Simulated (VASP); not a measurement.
The system is Be.

```
Be
1.0
     2.28530    0.00000    0.00000
    -1.14265    1.97913    0.00000
     0.00000    0.00000    3.58420
Be
2
Direct
  0.33333 0.66667 0.25000
  0.66667 0.33333 0.75000
```

Base run:

* Program: VASP 6.6.1
* Functional: r2SCAN
* Potentials or basis: VASP PAW PBE potentials, release 64 (Be)
* Cutoff: 520 eV
* k mesh: 14 × 14 × 8
* Occupations: fermi-dirac, width 0.15 eV
* Spin: no spin polarisation

Its results: band gap on the k mesh zero (band 2 reaches 7.65 eV, above the bottom of band 3 at 6.85 eV); pressure -2.7 GPa.

Problem. The run is repeated on the same cell with these changes: functional from r2SCAN to PBEsol. What comes out?

Solution. Band gap on the k mesh zero (band 2 reaches 7.49 eV, above the bottom of band 3 at 6.73 eV); pressure -3.5 GPa.

Caveats: the PAW data sets were made with another functional, which shifts forces and pressure a little.
